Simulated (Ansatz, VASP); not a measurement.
**Hg: VASP beside Ansatz**

POSCAR

```
Hg
1.0
    0.0000000000      2.3609717821      2.3609717821
    2.3609717821      0.0000000000      2.3609717821
    2.3609717821      2.3609717821      0.0000000000
Hg
1
Direct
    0.0000000000      0.0000000000      0.0000000000
```

The input INCAR.step1:

```
PREC = Accurate ; ENCUT = 600
ISMEAR = -1 ; SIGMA = 0.08
LREAL = False ; LASPH = True
NELM = 80 ; GGA = PE
ALGO = Normal ; EDIFF = 1E-4
LWAVE = True ; LCHARG = False
```

File INCAR.step2:

```
PREC = Accurate ; ENCUT = 600
EDIFF = 1E-7 ; ISMEAR = -1
SIGMA = 0.08 ; LREAL = False
LASPH = True ; NELM = 80
ALGO = Normal ; ISIF = 3
LWAVE = False ; LCHARG = False
METAGGA = R2SCAN ; LMIXTAU = True
IBRION = 2 ; NSW = 60
EDIFFG = -0.005 ; ISTART = 1
```

The input KPOINTS:

```
regular mesh
0
Gamma
  16 16 16
```

Input for Ansatz:

```yaml
crystal:
  lattice:
    - [0.0, 2.3609717821, 2.3609717821]
    - [2.3609717821, 0.0, 2.3609717821]
    - [2.3609717821, 2.3609717821, 0.0]
  atoms:
    - { symbol: Hg, position: [0.0, 0.0, 0.0] }
kpoints:
  mp_grid: { grid: [16, 16, 16] }
scf:
  occupations: { method: fermi_dirac, width: 0.08 }
hamiltonian:
  xc: r2scan
  pseudopotentials: { kind: paw }
output:
  forces: true
  stress: true
relax:
  f_tol: 0.005
  max_steps: 40
  cell: {}
```

Alike in both runs: task relaxation of cell and atoms; functional r2SCAN; k mesh 16 × 16 × 16; occupations fermi-dirac, width 0.08 eV; no spin polarisation.

```csv
,VASP,Ansatz
version,VASP 6.6.1,Ansatz 0.2.0
potentials or method,"VASP PAW PBE potentials, release 64 (Hg)","PAW with Ansatz's default frozen-core files, scalar-relativistic"
plane-wave cutoff (eV),600,500
valence electrons in the cell,12,20
```

|  | VASP | Ansatz | Ansatz less VASP |
| --- | --- | --- | --- |
| relaxed volume (Å³/atom) | 27.87 | 27.15 | -0.719 |
| relaxed cell length with the largest relative difference (Å) | 3.403 | 3.373 | -0.0295 |

VASP's potentials were made for PBE, not for r2SCAN. VASP's potentials hold 12 valence electrons a cell and Ansatz's 20, so a difference there can come from the potentials and not from the codes.

Spin-orbit coupling is off throughout.
